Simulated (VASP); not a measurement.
PbO2:

```
Pb O
1.0
     3.04000    0.00000    0.00000
    -1.52000    2.63272    0.00000
     0.00000    0.00000    4.86400
Pb O
1 2
Cartesian
  0.0000 0.0000 0.0000
  0.0000 1.7551 1.2160
  1.5200 0.8776 3.6480
```

```yaml
Program: VASP 6.6.1
Task: relaxation of cell and atoms
Functional: PBE
Potentials_or_basis: VASP PAW PBE potentials, release 64 (Pb_d, O)
Cutoff: 600 eV
k_mesh: 8 × 8 × 5
Occupations: fermi-dirac, width 0.02 eV
Spin: no spin polarisation
```

At the start: pressure 35.2 GPa; volume 12.98 Å³/atom.

Problem. Where does the relaxation end?

Solution. Over 16 steps the energy falls by 414.6 meV/atom and the volume is 17.16 Å³/atom (+32.3 %); space group P-3m1 (No. 164, to 0.05 Å).

The path:
| step | energy change (eV) | largest force (eV/Å) | pressure (GPa) | volume (Å³) |
| --- | --- | --- | --- | --- |
| 1 | 0.0000 | 0.4842 | 35.18 | 38.93 |
| 2 | -0.3618 | 1.9986 | -15.70 | 56.93 |
| 3 | -0.9679 | 1.4446 | -2.93 | 47.49 |
| 4 | -1.1840 | 0.6647 | -1.92 | 47.32 |
| 5 | -1.2197 | 0.1717 | -1.25 | 47.14 |
| 6 | -1.2198 | 0.1958 | -1.29 | 47.15 |
| 7 | -1.2223 | 0.0129 | 1.74 | 46.29 |
| 8 | -1.2242 | 0.0721 | 0.53 | 46.62 |
| 9 | -1.2261 | 0.0692 | 0.48 | 46.82 |
| 10 | -1.2309 | 0.0596 | 0.45 | 47.41 |
| 11 | -1.2376 | 0.0383 | 0.45 | 48.58 |
| 12 | -1.2423 | 0.0199 | 0.79 | 50.90 |
| 13 | -1.2403 | 0.1392 | -1.44 | 52.31 |
| 14 | -1.2435 | 0.0406 | -0.06 | 51.42 |
| 15 | -1.2437 | 0.0152 | -0.02 | 51.47 |
| 16 | -1.2437 | 0.0030 | -0.01 | 51.49 |

Final structure:
```
Pb O
1.0
     3.41744    0.00000    0.00000
    -1.70872    2.95959    0.00000
     0.00000    0.00000    5.09107
Pb O
1 2
Direct
  0.00000 0.00000 0.00000
  0.33333 0.66667 0.20891
  0.66667 0.33333 0.79109
```

Caveat: the volume moved by over 15 % at a fixed basis, so the end points are rough.
